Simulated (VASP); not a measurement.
**AlN: single point with LDA**

AlN:

```
CELL_PARAMETERS angstrom
0.00000 2.22682 2.22682
2.22682 0.00000 2.22682
2.22682 2.22682 0.00000
ATOMIC_POSITIONS crystal
Al 0.00000 0.00000 0.00000
N 0.75000 0.75000 0.75000
```

```json
{
 "Program": "VASP 6.6.1",
 "Task": "single point",
 "Functional": "LDA",
 "Potentials or basis": "VASP PAW LDA potentials, release 64 (Al, N)",
 "Cutoff": "520 eV",
 "k mesh": "8 × 8 × 8",
 "Occupations": "fermi-dirac, width 0.02 eV",
 "Spin": "no spin polarisation"
}
```

The pressure is -13.4 GPa and the band gap on the k mesh is 3.19 eV, indirect (least direct gap 3.73 eV).

Levels at points of the mesh, in eV from the valence-band top:
```tsv
k point	band 1	band 2	band 3	band 4	band 5	band 6	band 7	band 8
(0.00, 0.00, 0.00)	-14.49	0.00	0.00	0.00	3.73	11.78	11.78	11.78
(0.50, 0.00, 0.00)	-12.54	-5.67	-0.48	-0.48	6.75	9.37	10.61	10.61
(0.50, 0.50, 0.00)	-11.93	-4.78	-1.73	-1.73	3.19	8.06	13.00	14.79
```

It took 3.6 s on 1 thread of AMD EPYC 9R45 96-Core Processor (Zen 5), on a shared host, peak memory 0.09 GiB.

A k mesh can miss the band edges. As with any semilocal functional, this LDA gap is likely too small.
